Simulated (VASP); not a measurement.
# Ir (Immm) in VASP: notebook, part 2 of 2

VASP 6.6.1.

## (3) Single point, PBE (engineering shear strain xy -0.1400, normal strain along z -0.1500)

INCAR reads:

```
SYSTEM = Ir
PREC = Accurate
ENCUT = 520
EDIFF = 1E-6
ISMEAR = 0
SIGMA = 0.15
LREAL = .FALSE.
LASPH = .TRUE.
NELM = 60
ALGO = Fast
ISIF = 2
LWAVE = .FALSE.
LCHARG = .FALSE.
GGA = PE
NBANDS = 10
```

KPOINTS reads:

```
regular mesh
0
G
  20 20 20
  0 0 0
```

POSCAR reads:

```
Ir
1.0
   -0.1354627122      1.9351816027      1.6449043623
    1.9351816027     -0.1354627122      1.6449043623
    1.7997188905      1.7997188905      0.0000000000
Ir
1
Direct
    0.0000000000      0.0000000000      0.0000000000
```

Potentials or basis: VASP PAW PBE potentials, release 64 (Ir).

Run with:

```sh
$ cat potpaw_PBE.64/Ir/POTCAR > POTCAR
$ mpirun -np 1 vasp_std > vasp.out
```

OUTCAR:

```text
SYSTEM = Ir
   PREC = Accurate
   ENCUT = 520
   EDIFF = 1E-6
   ISMEAR = 0
   LREAL = .FALSE.
   LASPH = .TRUE.
   NELM = 60
   ISIF = 2
   GGA = PE

 ion  position               nearest neighbor table
   1  0.000  0.000  0.000-

  LATTYP: Found a body centered orthorhombic cell.
 ALAT       =     2.5451868634
 B/A-ratio  =     1.1505376344
 C/A-ratio  =     1.2925607828

  Lattice vectors:

 A1 = (   0.1354627122,  -1.9351816027,  -1.6449043623)
 A2 = (  -0.1354627122,   1.9351816027,  -1.6449043623)
 A3 = (   1.9351816027,  -0.1354627122,   1.6449043623)

Analysis of symmetry for initial positions (statically):
=====================================================================
 Subroutine PRICEL returns:
 Original cell was already a primitive cell.

 Routine SETGRP: Setting up the symmetry group for a
 body centered orthorhombic supercell.

 Subroutine GETGRP returns: Found  8 space group operations
 (whereof  8 operations were pure point group operations)
 out of a pool of  8 trial point group operations.

The static configuration has the point symmetry D_2h.

Analysis of symmetry for dynamics (positions and initial velocities):
=====================================================================
 Subroutine PRICEL returns:
 Original cell was already a primitive cell.

 Routine SETGRP: Setting up the symmetry group for a
 body centered orthorhombic supercell.

 Subroutine GETGRP returns: Found  8 space group operations
 (whereof  8 operations were pure point group operations)
 out of a pool of  8 trial point group operations.

The dynamic configuration has the point symmetry D_2h.

 Subroutine INISYM returns: Found  8 space group operations
 (whereof  8 operations are pure point group operations),
 and found     1 'primitive' translations

----------------------------------------------------------------------------------------

                                     Primitive cell

  volume of cell :      12.2597

  direct lattice vectors                    reciprocal lattice vectors
    -0.135462712  1.935181603  1.644904362    -0.241470733  0.241470733  0.303969040
     1.935181603 -0.135462712  1.644904362     0.241470733 -0.241470733  0.303969040
     1.799718890  1.799718890  0.000000000     0.277821166  0.277821166 -0.303969040

  length of vectors
     2.543420599  2.543420599  2.545186863     0.457179841  0.457179841  0.496755853

  position of ions in fractional coordinates (direct lattice)
     0.000000000  0.000000000  0.000000000

  ion indices of the primitive-cell ions
   primitive index   ion index
                 1           1

----------------------------------------------------------------------------------------

 KPOINTS: regular mesh

Automatic generation of k-mesh.
 Grid dimensions read from file:
 generate k-points for:   20   20   20

 Generating k-lattice:

  Cartesian coordinates                     Fractional coordinates (reciprocal lattice)
    -0.012073537  0.012073537  0.015198452     0.050000000  0.000000000  0.000000000
     0.012073537 -0.012073537  0.015198452     0.000000000  0.050000000  0.000000000
     0.013891058  0.013891058 -0.015198452     0.000000000  0.000000000  0.050000000

  Length of vectors
     0.022858992  0.022858992  0.024837793

  Shift w.r.t. Gamma in fractional coordinates (k-lattice)
     0.000000000  0.000000000  0.000000000

 Subroutine IBZKPT returns following result:
 ===========================================

 Found   1166 irreducible k-points:

 Following reciprocal coordinates:
            Coordinates               Weight
  0.000000  0.000000  0.000000      1.000000
  0.050000  0.000000  0.000000      4.000000
  0.100000  0.000000  0.000000      4.000000
  0.150000  0.000000  0.000000      4.000000
  0.200000  0.000000  0.000000      4.000000
  0.250000  0.000000  0.000000      4.000000
[... 16 lines left out ...]
 -0.400000  0.050000  0.000000      4.000000
 -0.350000  0.050000  0.000000      4.000000
 [... further k-points ...]
   k-points           NKPTS =   1166   k-points in BZ     NKDIM =   1166   number of bands    NBANDS=     10
   number of dos      NEDOS =    301   number of ions     NIONS =      1
   total plane-waves  NPLWV =   8000
   dimension x,y,z NGX =    20 NGY =   20 NGZ =   20
   dimension x,y,z NGXF=    40 NGYF=   40 NGZF=   40
   ions per type =               1
   NGX,Y,Z   is equivalent  to a cutoff of  13.07, 13.07, 13.06 a.u.
   NGXF,Y,Z  is equivalent  to a cutoff of  26.15, 26.15, 26.13 a.u.
 SYSTEM =  Ir
   PREC   = accura    normal or accurate (medium, high low for compatibility)
   ISTART =      0    job   : 0-new  1-cont  2-samecut
   ICHARG =      2    charge: 1-file 2-atom 10-const
   ISPIN  =      1    spin polarized calculation?
   LNONCOLLINEAR =      F non collinear calculations
   LSORBIT =      F    spin-orbit coupling
   LASPH  =      T    aspherical Exc in radial PAW
   ENCUT  =  520.0 eV  38.22 Ry    6.18 a.u.   4.73  4.73  4.73*2*pi/ulx,y,z
   NELM   =     60;   NELMIN=  2; NELMDL= -5     # of ELM steps
   EDIFF  = 0.1E-05   stopping-criterion for ELM
   LREAL  =      F    real-space projection
   EDIFFG = 0.1E-04   stopping-criterion for IOM
   NSW    =      0    number of steps for IOM
   IBRION =     -1    ionic relax: 0-MD 1-quasi-New 2-CG
   NFREE  =      0    steps in history (QN), initial steepest desc. (CG)
   ISIF   =      2    stress and relaxation
   ISYM   =      2    0-nonsym 1-usesym 2-fastsym
   POTIM  = 0.5000    time-step for ionic-motion
   TEBEG  =    0.0;   TEEND  =   0.0 temperature during run
   PSTRESS=    0.0 pullay stress
   NELECT =       9.0000    total number of electrons
   NUPDOWN=      -1.0000    fix difference up-down
   EMIN   =  10.00;   EMAX   =-10.00  energy-range for DOS
   EFERMI =   0.00;   METHOD = LEGACY
   ISMEAR =     0;   SIGMA  =   0.15  broadening in eV -4-tet -1-fermi 0-gaus
   EFERMI_NEDOS =   21; number of points for ismear=-14 and -15
   IALGO  =     68    algorithm
   IMIX   =      4    mixing-type and parameters
     AMIX     =   0.40;   BMIX     =  1.00
     AMIX_MAG =   1.60;   BMIX_MAG =  1.00
  volume/ion in A,a.u.               =      12.26        82.73
  Fermi-wavevector in a.u.,A,eV,Ry     =   1.476824  2.790793 29.674428  2.181009
  Thomas-Fermi vector in A             =   2.591303
   LORBIT       =      0    0 simple, 1 ext, 2 COOP (PROOUT), +10 PAW based schemes
   GGA     = PE    functional components
   LHFCALC =     F    Hartree Fock is set to
   AEXX    =    0.0000 exact exchange contribution
   IVDW    =     0    specifies the selected vdW correction
   LEPSILON=     F    determine dielectric tensor
   LRPA    =     F    only Hartree local field effects (RPA)
 non-spin polarized calculation
 RMM-DIIS sequential band-by-band and
 Gauss-broadening in eV      SIGMA  =   0.15
  energy-cutoff  :      520.00
  volume of cell :       12.26
 maximum number of plane-waves:       342
   NGX =  9   NGY =  9   NGZ =  9

 number of electron       9.0000000 magnetization

 Free energy of the ion-electron system (eV)
  ---------------------------------------------------
  ext. energy  EPLUGINS =         0.00000000
  ---------------------------------------------------
  free energy    TOTEN  =        -7.89846366 eV

  energy without entropy =       -7.88477953  energy(sigma->0) =       -7.89162160

 E-fermi :  12.7738     XC(G=0): -14.8340

 val. band max:       12.7720793185   @ k =   0.1500   0.0000   0.1500
 cond. band min:      12.7751402997   @ k =  -0.4500   0.5000   0.1000
 fundamental gap:      0.0030609812
 Fermi energy:        12.7738026734

 k-point     1 :       0.0000    0.0000    0.0000
  band No.  band energies     occupation
      1       0.3636      2.00000
      2       6.7380      2.00000
      3       9.0486      2.00000
      4       9.1499      2.00000
      5      10.1718      2.00000
      6      13.1960      0.00007
      7      27.5726      0.00000
      8      29.7054      0.00000
      9      33.8396      0.00000
     10      38.8171      0.00000

 k-point     2 :       0.0500    0.0000    0.0000
  band No.  band energies     occupation
      1       0.4836      2.00000
      2       6.7666      2.00000
      3       9.0890      2.00000
      4       9.0906      2.00000
      5      10.1913      2.00000
      6      13.1421      0.00052
      7      27.7556      0.00000
      8      29.7494      0.00000
      9      34.0157      0.00000
     10      37.7091      0.00000
[... 274 lines left out ...]
 k-point    24 :      -0.3500    0.0500    0.0000
  band No.  band energies     occupation
      1       3.3183      2.00000
      2       8.2966      2.00000
      3       8.4907      2.00000
      4       9.4164      2.00000
      5      12.5158      1.98500
      6      13.5971      0.00000
      7      24.3285      0.00000
      8      28.2770      0.00000
      9      36.0546      0.00000
     10      38.2133      0.00000

 [... further k-points ...]
[... 5 lines left out ...]
  --------------------------------------------------------------------------------------
  -------------------------------------------------------------------------------------
  Total        7.1641141      7.1641141      9.2562423      1.2770937      0.0000000      0.0000000
  in kB      936.2509022    936.2509022   1209.6631994    166.8985291      0.0000000      0.0000000
  external PRESSURE =    1027.3883346 kB  Pullay stress =       0.0000000 kB

 VOLUME and BASIS-vectors are now :
 -----------------------------------------------------------------------------
  energy-cutoff  :      520.00
  volume of cell :       12.26
      direct lattice vectors                 reciprocal lattice vectors
    -0.135462712  1.935181603  1.644904362    -0.241470733  0.241470733  0.303969040
     1.935181603 -0.135462712  1.644904362     0.241470733 -0.241470733  0.303969040
     1.799718890  1.799718890  0.000000000     0.277821166  0.277821166 -0.303969040

 POSITION                                       TOTAL-FORCE (eV/Angst)
 -----------------------------------------------------------------------------------
      0.00000      0.00000      0.00000         0.000000      0.000000      0.000000
 -----------------------------------------------------------------------------------
    total drift:                                0.000000      0.000000     -0.000000

  FREE ENERGIE OF THE ION-ELECTRON SYSTEM (eV)
  ---------------------------------------------------
  free  energy   TOTEN  =        -7.8984636613 eV

  energy  without entropy=       -7.8847795297  energy(sigma->0) =       -7.89162160
```

stdout:

```text
POSCAR found type information on POSCAR Ir
 POSCAR found :  1 types and       1 ions
 scaLAPACK will be used
 LDA part: xc-table for (Slater+PW92), standard interpolation
 POSCAR, INCAR and KPOINTS ok, starting setup
 FFT: planning ... GRIDC
 FFT: planning ... GRID_SOFT
 FFT: planning ... GRID
 WAVECAR not read
 entering main loop
```

Wall time 4.5 min (1 thread of Intel Xeon 8259CL, shared host); peak memory 0.26 GiB.

What came out:

```yaml
Free_energy: -7.8985 eV
Pressure: 102.7 GPa
Band_gap_on_the_k_mesh: zero (an odd number of electrons rules out a gap without spin polarisation)
```

Levels at points of the mesh, in eV from the Fermi level:
```csv
k point,band 1,band 2,band 3,band 4,band 5,band 6,band 7,band 8,band 9
"(0.00, 0.00, 0.00)",-12.41,-6.04,-3.73,-3.62,-2.60,0.42,14.80,16.93,21.07
"(0.50, 0.00, 0.00)",-9.54,-4.64,-3.95,-1.32,-0.58,2.42,8.76,14.38,21.92
"(0.50, 0.50, 0.00)",-9.34,-9.06,1.61,2.05,2.61,4.86,8.36,13.52,16.21
"(0.00, 0.00, 0.50)",-9.38,-6.98,-2.37,0.12,1.85,2.14,10.46,13.11,18.19
"(0.50, 0.00, 0.50)",-9.42,-8.33,-0.10,1.02,2.07,2.78,11.72,12.69,15.38
```

Caveat: the cell differs from its parent crystal (engineering shear strain xy -0.1400, normal strain along z -0.1500); the cell stands under pressure; spin-orbit coupling is left out, which moves the levels of the heavy elements.
